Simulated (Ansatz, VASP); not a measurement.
**One calculation of ZrNbGe2, two programs**

File INCAR:

```
PREC     = Accurate       # precision mode
ENCUT    = 520            # plane-wave cutoff, eV
EDIFF    = 1E-6           # SCF threshold, eV
ISMEAR   = 0              # smearing method
SIGMA    = 0.1            # smearing width, eV
LREAL    = False          # projectors in reciprocal space
LASPH    = True           # aspherical terms in the spheres
NELM     = 60             # most SCF steps
ALGO     = Normal         # electronic algorithm
ISIF     = 2              # what is computed and relaxed
LWAVE    = False          # write WAVECAR
LCHARG   = False          # write CHGCAR
GGA      = PE             # functional
NBANDS   = 34             # bands
```

The input KPOINTS:

```
Automatic mesh
0
Gamma
  4 4 4
```

Contents of POSCAR:

```
ZrNbGe2
1.0
   -2.7374936100      2.7374936100      2.9010979500
    2.7374936100     -2.7374936100      2.9010979500
    2.7374936100      2.7374936100     -2.9010979500
Zr Nb Ge
1 1 2
Direct
    0.5000000000      0.5000000000      0.0000000000
    0.0000000000      0.0000000000      0.0000000000
    0.7500000000      0.2500000000      0.5000000000
    0.2500000000      0.7500000000      0.5000000000
```

Input for Ansatz:

```yaml
crystal:
  lattice:
    - [-2.73749361, 2.73749361, 2.90109795]
    - [2.73749361, -2.73749361, 2.90109795]
    - [2.73749361, 2.73749361, -2.90109795]
  atoms:
    - { symbol: Zr, position: [0.5, 0.5, 0.0] }
    - { symbol: Nb, position: [0.0, 0.0, 0.0] }
    - { symbol: Ge, position: [0.75, 0.25, 0.5] }
    - { symbol: Ge, position: [0.25, 0.75, 0.5] }
basis:
  ecutwfc: 420
kpoints:
  mp_grid: { grid: [4, 4, 4] }
hamiltonian:
  xc: pbe
scf:
  occupations: { method: gaussian, width: 0.1 }
  lower_state_search: "off"
output:
  forces: true
  stress: true
  eigenvalues: true
```

Alike in both runs: task single point; functional PBE; k mesh 4 × 4 × 4; occupations gaussian, width 0.1 eV; no spin polarisation.

|  | VASP | Ansatz |
| --- | --- | --- |
| version | VASP 6.6.1 | Ansatz 0.2.0 |
| potentials or method | VASP PAW PBE potentials, release 64 (Zr_sv, Nb_sv, Ge_d), cutoff 520 eV | scalar-relativistic, plane waves, PAW |
| valence electrons in the cell | 53 | 53 |

|  | VASP | Ansatz | Ansatz less VASP |
| --- | --- | --- | --- |
| gap on the k mesh at the Fermi level (eV) | none | none | - |
| pressure (GPa) | -15.3 | -15.3 | +0.02 |
| traceless stress, the component that is largest in VASP (GPa) | 7.27 | 7.25 | -0.016 |

A gap of «none» marks a metal or a gap that the smearing closes. With one functional, cell and mesh, what is left measures potentials, basis and numerics.

The k mesh is coarse, so the values compare programs but aren't converged.
